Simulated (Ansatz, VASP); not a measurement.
**Two plane-wave programs on Nb2PdSe4**

Contents of INCAR:

```
PREC = Accurate ; ENCUT = 600
EDIFF = 1E-6 ; ISMEAR = 0
SIGMA = 0.15 ; LREAL = F
LASPH = T ; NELM = 100
ALGO = Normal ; ISIF = 3
LWAVE = F ; LCHARG = F
GGA = PE ; IBRION = 2
NSW = 36 ; EDIFFG = -0.08
```

The input KPOINTS:

```
regular mesh
0
Gamma
  1 3 2
```

File POSCAR:

```
Nb2PdSe4
1.0
   13.9800000000      0.0000000000      0.0000000000
    0.0000000000      3.5500000000      0.0000000000
    0.0000000000      0.0000000000      6.1500000000
Nb Pd Se
4 2 8
Direct
    0.2500000000      0.0000000000      0.0000000000
    0.2500000000      0.5000000000      0.5000000000
    0.7500000000      0.0000000000      0.0000000000
    0.7500000000      0.5000000000      0.5000000000
    0.5000000000      0.0000000000      0.0000000000
    0.0000000000      0.0000000000      0.0000000000
    0.1300000000      0.0000000000      0.3333000000
    0.3700000000      0.0000000000      0.3333000000
    0.3700000000      0.5000000000      0.8333000000
    0.1300000000      0.5000000000      0.8333000000
    0.6300000000      0.0000000000      0.6667000000
    0.8700000000      0.0000000000      0.6667000000
    0.6300000000      0.5000000000      0.1667000000
    0.8700000000      0.5000000000      0.1667000000
```

Input for Ansatz:

```yaml
crystal:
  lattice:
    - [13.98, 0.0, 0.0]
    - [0.0, 3.55, 0.0]
    - [0.0, 0.0, 6.15]
  atoms:
    - { symbol: Nb, position: [0.25, 0.0, 0.0] }
    - { symbol: Nb, position: [0.25, 0.5, 0.5] }
    - { symbol: Nb, position: [0.75, 0.0, 0.0] }
    - { symbol: Nb, position: [0.75, 0.5, 0.5] }
    - { symbol: Pd, position: [0.5, 0.0, 0.0] }
    - { symbol: Pd, position: [0.0, 0.0, 0.0] }
    - { symbol: Se, position: [0.13, 0.0, 0.3333] }
    - { symbol: Se, position: [0.37, 0.0, 0.3333] }
    - { symbol: Se, position: [0.37, 0.5, 0.8333] }
    - { symbol: Se, position: [0.13, 0.5, 0.8333] }
    - { symbol: Se, position: [0.63, 0.0, 0.6667] }
    - { symbol: Se, position: [0.87, 0.0, 0.6667] }
    - { symbol: Se, position: [0.63, 0.5, 0.1667] }
    - { symbol: Se, position: [0.87, 0.5, 0.1667] }
basis:
  ecutwfc: 420
kpoints:
  mp_grid: { grid: [1, 3, 2] }
hamiltonian:
  xc: pbe
scf:
  occupations: { method: gaussian, width: 0.15 }
  lower_state_search: "off"
output:
  forces: true
  stress: true
  eigenvalues: true
relax:
  adjacent_minimum: "off"
  f_tol: 0.08
  max_steps: 16
  cell: { stress_tol: 0.8 }
```

Alike in both runs: task relaxation of cell and atoms; functional PBE; k mesh 1 × 3 × 2; occupations gaussian, width 0.15 eV; no spin polarisation.

|  | VASP | Ansatz |
| --- | --- | --- |
| version | VASP 6.6.1 | Ansatz 0.2.0 |
| potentials or method | VASP PAW PBE potentials, release 64 (Nb_sv, Pd, Se), cutoff 600 eV | scalar-relativistic, plane waves, PAW |
| valence electrons in the cell | 120 | 216 |

```csv
,VASP,Ansatz,Ansatz less VASP
"gap on the k mesh at the Fermi level, each at its own relaxed structure (eV)",none,none,-
relaxed volume (Å³/atom),20.36,20.35,-0.006
relaxed length of the cell vector where the two differ most in proportion (Å),6.132,6.119,-0.0134
```

A gap of «none» marks a metal or a gap that the smearing closes. VASP's potentials hold 120 valence electrons a cell and Ansatz's 216, so a difference there can come from the potentials and not from the codes.

The k mesh is coarse, so the values compare programs but aren't converged.
